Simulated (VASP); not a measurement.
# AlN (P1) in VASP: electric field gradients with PBEsol

Aim: the electric field gradients of AlN with PBEsol.

Everything below comes from runs of VASP 6.6.1. Logs are shortened: lines on timing, memory, paths and dates and some standing lists are left out, and cuts for length are marked.

## (1) The cell of the first run

The typed cell holds 4 atoms: a = 3.112 Å, b = 3.071 Å, c = 4.979 Å, α = 89.36°, β = 88.27°, γ = 118.70°.

## (2) Electric field gradients, PBEsol (equal xy, yz and zx shear strains of +3 %)

Contents of INCAR:

```
ALGO     = Normal         # electronic algorithm
EDIFF    = 1E-8           # SCF threshold, eV
ENCUT    = 520            # plane-wave cutoff, eV
GGA      = PS             # functional
ISIF     = 2              # what is computed and relaxed
ISMEAR   = -1             # smearing method
LASPH    = T              # aspherical terms in the spheres
LCHARG   = F              # write CHGCAR
LEFG     = T            
LREAL    = F              # projectors in reciprocal space
LWAVE    = F              # write WAVECAR
NBANDS   = 16             # bands
NELM     = 100            # most SCF steps
PREC     = Accurate       # precision mode
SIGMA    = 0.02           # smearing width, eV
```

Contents of KPOINTS:

```
k-points
0
Gamma
  11 11 6
```

Contents of POSCAR:

```
AlN
1.0
    3.1110021516      0.0466650323      0.0466650323
   -1.5150879724      2.6708743784      0.0170805873
    0.0746700000      0.0746700000      4.9780000000
Al N
2 2
Direct
    0.3333333333      0.6666666667      0.0000000000
    0.6666666667      0.3333333333      0.5000000000
    0.3333333333      0.6666666667      0.3850000000
    0.6666666667      0.3333333333      0.8850000000
```

Potentials or basis: VASP PAW PBE potentials, release 64 (Al, N).

Started as:

```bash
cat potpaw_PBE.64/Al/POTCAR potpaw_PBE.64/N/POTCAR > POTCAR
mpirun -np 1 vasp_std > vasp.out
```

OUTCAR:

```text
EDIFF = 1E-8
   ENCUT = 520
   GGA = PS
   ISIF = 2
   ISMEAR = -1
   LASPH = T
   LREAL = F
   NELM = 100
   PREC = Accurate

 ion  position               nearest neighbor table
   1  0.333  0.667  0.000-   4 1.86   4 1.87   3 1.92   4 1.93   2 3.02   2 3.03   2 3.04   2 3.07
                             2 3.11   2 3.14
   2  0.667  0.333  0.500-   3 1.87   3 1.89   3 1.90   4 1.92   1 3.02   1 3.03   1 3.04   1 3.07
                             1 3.11   1 3.14
   3  0.333  0.667  0.385-   2 1.87   2 1.89   2 1.90   1 1.92
   4  0.667  0.333  0.885-   1 1.86   1 1.87   2 1.92   1 1.93

  LATTYP: Found a triclinic cell.
 ALAT       =     3.1521462561
 B/A-ratio  =     0.9741696453
 C/A-ratio  =     1.5795967317
 COS(alpha) =     0.0112057054
 COS(beta)  =     0.0407400298
 COS(gamma) =     0.5001712246

  Lattice vectors:

 A1 = (   1.5959141792,   2.7175394107,   0.0637456196)
 A2 = (  -1.5150879724,   2.6708743784,   0.0170805873)
 A3 = (   0.0746700000,   0.0746700000,   4.9780000000)

Analysis of symmetry for initial positions (statically):
=====================================================================
 Subroutine PRICEL returns:
 Original cell was already a primitive cell.

 Routine SETGRP: Setting up the symmetry group for a
 triclinic supercell.

 Subroutine GETGRP returns: Found  1 space group operations
 (whereof  1 operations were pure point group operations)
 out of a pool of  2 trial point group operations.

The static configuration has the point symmetry C_1 .

Analysis of symmetry for dynamics (positions and initial velocities):
=====================================================================
 Subroutine PRICEL returns:
 Original cell was already a primitive cell.

 Routine SETGRP: Setting up the symmetry group for a
 triclinic supercell.

 Subroutine GETGRP returns: Found  1 space group operations
 (whereof  1 operations were pure point group operations)
 out of a pool of  2 trial point group operations.

The dynamic configuration has the point symmetry C_1 .

 Subroutine INISYM returns: Found  1 space group operations
 (whereof  1 operations are pure point group operations),
 and found     1 'primitive' translations

----------------------------------------------------------------------------------------

                                     Primitive cell

  volume of cell :      41.6961

  direct lattice vectors                    reciprocal lattice vectors
     3.111002152  0.046665032  0.046665032     0.318838575  0.180913237 -0.007496277
    -1.515087972  2.670874378  0.017080587    -0.005487656  0.371331373 -0.005487656
     0.074670000  0.074670000  4.978000000    -0.002970044 -0.002970044  0.200972990

  length of vectors
     3.111702048  3.070725200  4.979119924     0.366665829  0.371412463  0.201016878

  position of ions in fractional coordinates (direct lattice)
     0.333333333  0.666666667  0.000000000
     0.666666667  0.333333333  0.500000000
     0.333333333  0.666666667  0.385000000
     0.666666667  0.333333333  0.885000000

  ion indices of the primitive-cell ions
   primitive index   ion index
                 1           1
                 2           2
                 3           3
                 4           4

----------------------------------------------------------------------------------------

 KPOINTS: k-points

Automatic generation of k-mesh.
 Grid dimensions read from file:
 generate k-points for:   11   11    6

 Generating k-lattice:

  Cartesian coordinates                     Fractional coordinates (reciprocal lattice)
     0.028985325  0.016446658 -0.000681480     0.090909091 -0.000000000 -0.000000000
    -0.000498878  0.033757398 -0.000498878    -0.000000000  0.090909091 -0.000000000
    -0.000495007 -0.000495007  0.033495498     0.000000000  0.000000000  0.166666667

  Length of vectors
     0.033333257  0.033764769  0.033502813

  Shift w.r.t. Gamma in fractional coordinates (k-lattice)
     0.000000000  0.000000000  0.000000000

 Subroutine IBZKPT returns following result:
 ===========================================

 Found    364 irreducible k-points:

 Following reciprocal coordinates:
            Coordinates               Weight
  0.000000  0.000000  0.000000      1.000000
  0.090909  0.000000 -0.000000      2.000000
  0.181818 -0.000000 -0.000000      2.000000
  0.272727 -0.000000 -0.000000      2.000000
  0.363636 -0.000000  0.000000      2.000000
  0.454545  0.000000 -0.000000      2.000000
[... 16 lines left out ...]
  0.454545  0.181818 -0.000000      2.000000
 -0.454545  0.181818  0.000000      2.000000
 [... further k-points ...]
   k-points           NKPTS =    364   k-points in BZ     NKDIM =    364   number of bands    NBANDS=     16
   number of dos      NEDOS =    301   number of ions     NIONS =      4
   total plane-waves  NPLWV =  23040
   dimension x,y,z NGX =    24 NGY =   24 NGZ =   40
   dimension x,y,z NGXF=    48 NGYF=   48 NGZF=   80
   ions per type =               2   2
   NGX,Y,Z   is equivalent  to a cutoff of  12.82, 12.99, 13.36 a.u.
   NGXF,Y,Z  is equivalent  to a cutoff of  25.64, 25.99, 26.71 a.u.
 SYSTEM =  unknown system
   PREC   = accura    normal or accurate (medium, high low for compatibility)
   ISTART =      0    job   : 0-new  1-cont  2-samecut
   ICHARG =      2    charge: 1-file 2-atom 10-const
   ISPIN  =      1    spin polarized calculation?
   LNONCOLLINEAR =      F non collinear calculations
   LSORBIT =      F    spin-orbit coupling
   LASPH  =      T    aspherical Exc in radial PAW
   ENCUT  =  520.0 eV  38.22 Ry    6.18 a.u.   5.79  5.71  9.26*2*pi/ulx,y,z
   NELM   =    100;   NELMIN=  2; NELMDL= -5     # of ELM steps
   EDIFF  = 0.1E-07   stopping-criterion for ELM
   LREAL  =      F    real-space projection
   EDIFFG = 0.1E-06   stopping-criterion for IOM
   NSW    =      0    number of steps for IOM
   IBRION =     -1    ionic relax: 0-MD 1-quasi-New 2-CG
   NFREE  =      0    steps in history (QN), initial steepest desc. (CG)
   ISIF   =      2    stress and relaxation
   ISYM   =      2    0-nonsym 1-usesym 2-fastsym
   POTIM  = 0.5000    time-step for ionic-motion
   TEBEG  =    0.0;   TEEND  =   0.0 temperature during run
   PSTRESS=    0.0 pullay stress
   NELECT =      16.0000    total number of electrons
   NUPDOWN=      -1.0000    fix difference up-down
   EMIN   =  10.00;   EMAX   =-10.00  energy-range for DOS
   EFERMI =   0.00;   METHOD = LEGACY
   ISMEAR =    -1;   SIGMA  =   0.02  broadening in eV -4-tet -1-fermi 0-gaus
   EFERMI_NEDOS =   21; number of points for ismear=-14 and -15
   IALGO  =     38    algorithm
   IMIX   =      4    mixing-type and parameters
     AMIX     =   0.40;   BMIX     =  1.00
     AMIX_MAG =   1.60;   BMIX_MAG =  1.00
  volume/ion in A,a.u.               =      10.42        70.34
  Fermi-wavevector in a.u.,A,eV,Ry     =   1.189642  2.248097 19.255613  1.415248
  Thomas-Fermi vector in A             =   2.325744
   LORBIT       =      0    0 simple, 1 ext, 2 COOP (PROOUT), +10 PAW based schemes
   GGA     = PS    functional components
   LHFCALC =     F    Hartree Fock is set to
   AEXX    =    0.0000 exact exchange contribution
   IVDW    =     0    specifies the selected vdW correction
   LEPSILON=     F    determine dielectric tensor
   LRPA    =     F    only Hartree local field effects (RPA)
 non-spin polarized calculation
  energy-cutoff  :      520.00
  volume of cell :       41.70
 maximum number of plane-waves:      1137
   NGX = 11   NGY = 11   NGZ = 19

 number of electron      15.9999999 magnetization

 Free energy of the ion-electron system (eV)
  ---------------------------------------------------
  ext. energy  EPLUGINS =         0.00000000
  ---------------------------------------------------
  free energy    TOTEN  =       -31.25867223 eV

  energy without entropy =      -31.25867223  energy(sigma->0) =      -31.25867223

 E-fermi :   6.6268     XC(G=0): -11.1157

 val. band max:        6.1732057769   @ k =   0.0000   0.0000   0.0000
 cond. band min:      10.2004754140   @ k =   0.0000   0.0000   0.0000
 fundamental gap:      4.0272696370
 Fermi energy:         6.6268329217

 k-point     1 :       0.0000    0.0000    0.0000
  band No.  band energies     occupation
      1      -9.0975      2.00000
      2      -6.9040      2.00000
      3       0.0395      2.00000
      4       5.1013      2.00000
      5       5.2650      2.00000
      6       5.7393      2.00000
[... 8 lines left out ...]
     15      19.0778      0.00000
     16      19.3966      0.00000

 k-point     2 :       0.0909    0.0000   -0.0000
  band No.  band energies     occupation
      1      -8.9939      2.00000
      2      -6.8463      2.00000
      3       0.1626      2.00000
      4       4.6012      2.00000
      5       5.1268      2.00000
      6       5.3005      2.00000
[... 8 lines left out ...]
     15      18.9775      0.00000
     16      19.3801      0.00000

 k-point     3 :       0.1818   -0.0000   -0.0000
  band No.  band energies     occupation
      1      -8.6941      2.00000
      2      -6.6919      2.00000
      3       0.5241      2.00000
      4       3.4345      2.00000
      5       4.3297      2.00000
      6       4.8496      2.00000
[... 8 lines left out ...]
     15      18.4679      0.00000
     16      18.9738      0.00000
[... 362 lines left out ...]
 k-point    23 :       0.4545    0.1818   -0.0000
  band No.  band energies     occupation
      1      -7.0268      2.00000
      2      -6.3637      2.00000
      3       0.8588      2.00000
      4       2.0602      2.00000
      5       2.8642      2.00000
      6       3.0785      2.00000
[... 8 lines left out ...]
     15      18.7131      0.00000
     16      20.6910      0.00000

 k-point    24 :      -0.4545    0.1818    0.0000
  band No.  band energies     occupation
      1      -7.4411      2.00000
      2      -6.3129      2.00000
      3       1.3714      2.00000
      4       2.0579      2.00000
      5       2.3011      2.00000
      6       3.5404      2.00000
[... 8 lines left out ...]
     15      18.2955      0.00000
     16      20.7111      0.00000

 [... further k-points ...]
[... 5 lines left out ...]
  --------------------------------------------------------------------------------------
  -------------------------------------------------------------------------------------
  Total        0.3853874      0.3971292     -0.1369074     -1.4086473     -1.0034398     -1.0072790
  in kB       14.8085396     15.2597217     -5.2606770    -54.1273801    -38.5572522    -38.7047732
  external PRESSURE =       8.2691947 kB  Pullay stress =       0.0000000 kB

 VOLUME and BASIS-vectors are now :
 -----------------------------------------------------------------------------
  energy-cutoff  :      520.00
  volume of cell :       41.70
      direct lattice vectors                 reciprocal lattice vectors
     3.111002152  0.046665032  0.046665032     0.318838575  0.180913237 -0.007496277
    -1.515087972  2.670874378  0.017080587    -0.005487656  0.371331373 -0.005487656
     0.074670000  0.074670000  4.978000000    -0.002970044 -0.002970044  0.200972990

 POSITION                                       TOTAL-FORCE (eV/Angst)
 -----------------------------------------------------------------------------------
      0.02694      1.79614      0.02694        -0.412717     -0.127063      0.214530
      1.60631      0.95874      2.52580         0.121407     -0.160324      0.184466
      0.05569      1.82489      1.94347        -0.162958      0.160296     -0.180613
      1.63506      0.98748      4.44233         0.454268      0.127091     -0.218383
 -----------------------------------------------------------------------------------
    total drift:                               -0.000087      0.000067     -0.000024

  FREE ENERGIE OF THE ION-ELECTRON SYSTEM (eV)
  ---------------------------------------------------
  free  energy   TOTEN  =       -31.2586722350 eV

  energy  without entropy=      -31.2586722350  energy(sigma->0) =      -31.25867223

 Electric field gradients (V/A^2)
---------------------------------------------------------------------
 ion       V_xx      V_yy      V_zz      V_xy      V_xz      V_yz
---------------------------------------------------------------------
   1      -1.302    -7.474     8.776     5.958     3.316    -0.158
   2      -7.456    -1.028     8.483    -0.343    -3.495    -0.031
   3      -0.589    -0.004     0.593     3.798     2.808     3.324
   4       0.146    -0.805     0.659     4.561     3.768     3.243
---------------------------------------------------------------------

 Electric field gradients after diagonalization (V/A^2)
 (convention: |V_zz| > |V_xx| > |V_yy|)
----------------------------------------------------------------------
 ion       V_xx      V_yy      V_zz     asymmetry (V_yy - V_xx)/ V_zz
----------------------------------------------------------------------
   1       9.934     1.341   -11.275       0.762
   2      -8.205    -1.012     9.216       0.780
   3      -4.123    -2.517     6.640       0.242
   4      -4.920    -2.824     7.744       0.271
----------------------------------------------------------------------

           NMR quadrupolar parameters

 Cq : quadrupolar parameter    Cq=e*Q*V_zz/h
 eta: asymmetry parameters     (V_yy - V_xx)/ V_zz
 Q  : nuclear electric quadrupole moment in mb (millibarn)
----------------------------------------------------------------------
 ion       Cq(MHz)       eta       Q (mb)
----------------------------------------------------------------------
   1      -0.027       0.762       1.000
   2       0.022       0.780       1.000
   3       0.016       0.242       1.000
   4       0.019       0.271       1.000
----------------------------------------------------------------------
```

It took 2.1 min on 1 thread of Intel Xeon 6975P-C, shared host; peak memory 0.31 GiB.

Results:

```yaml
Free_energy: -31.2587 eV
Pressure: 0.8 GPa
Largest_force: 0.520 eV/Å
Band_gap_on_the_k_mesh: 4.03 eV, direct
```

Forces on the atoms (eV/Å):
```
Al  -0.413 -0.127  0.215
Al   0.121 -0.160  0.184
N   -0.163  0.160 -0.181
N    0.454  0.127 -0.218
```

Levels at points of the mesh, in eV from the valence-band top:
| k point | band 6 | band 7 | band 8 | band 9 | band 10 | band 11 |
| --- | --- | --- | --- | --- | --- | --- |
| (0.00, 0.00, 0.00) | -0.43 | -0.25 | 0.00 | 4.03 | 6.47 | 10.36 |
| (0.00, 0.00, 0.50) | -0.72 | -0.61 | -0.52 | 6.26 | 6.31 | 10.10 |

Electric field gradients, principal values (V/Å²):
| atom | least | middle | greatest (by size) |
| --- | --- | --- | --- |
| 1 Al | 1.341 | 9.934 | -11.275 |
| 2 Al | -1.012 | -8.205 | 9.216 |
| 3 N | -2.517 | -4.123 | 6.640 |
| 4 N | -2.824 | -4.920 | 7.744 |

Caveat: the cell differs from its parent crystal (equal xy, yz and zx shear strains of +3 %); without QUAD_EFG the Cq values of the log hold for a quadrupole moment of 1 mb, not for the nuclei; the PAW data sets were made with another functional, which shifts forces and pressure a little. A k mesh can miss the band edges.
